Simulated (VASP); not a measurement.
Crystal: HfSi3.

```
Hf Si
1.0
     3.97351    0.00000    0.00000
     0.00000    3.97351    0.00000
     0.00000    0.00000    3.97351
Hf Si
1 3
Direct
  0.00000 0.00000 0.00000
  0.00000 0.50000 0.50000
  0.50000 0.50000 0.00000
  0.50000 0.00000 0.50000
```

Base run:

```yaml
Program: VASP 6.6.1
Functional: PBEsol
Potentials_or_basis: VASP PAW PBE potentials, release 64 (Hf_pv, Si)
Cutoff: 520 eV
k_mesh: 8 × 8 × 8
Occupations: gaussian, width 0.05 eV
Spin: no spin polarisation
```

Its results: band gap on the k mesh zero (band 11 reaches 9.97 eV, above the bottom of band 12 at 8.06 eV); pressure -3.8 GPa.

Task: The run is repeated on the same cell with these changes: functional from PBEsol to PBE. What comes out?

Result: Band gap on the k mesh zero (band 11 reaches 10.10 eV, above the bottom of band 12 at 8.13 eV); pressure -0.2 GPa.

PBE binds less tightly than PBEsol, so the same cell stands under more pressure.

Caveats: spin-orbit coupling is left out, which moves the levels of the heavy elements; the PAW data sets were made with another functional, which shifts forces and pressure a little (some runs).
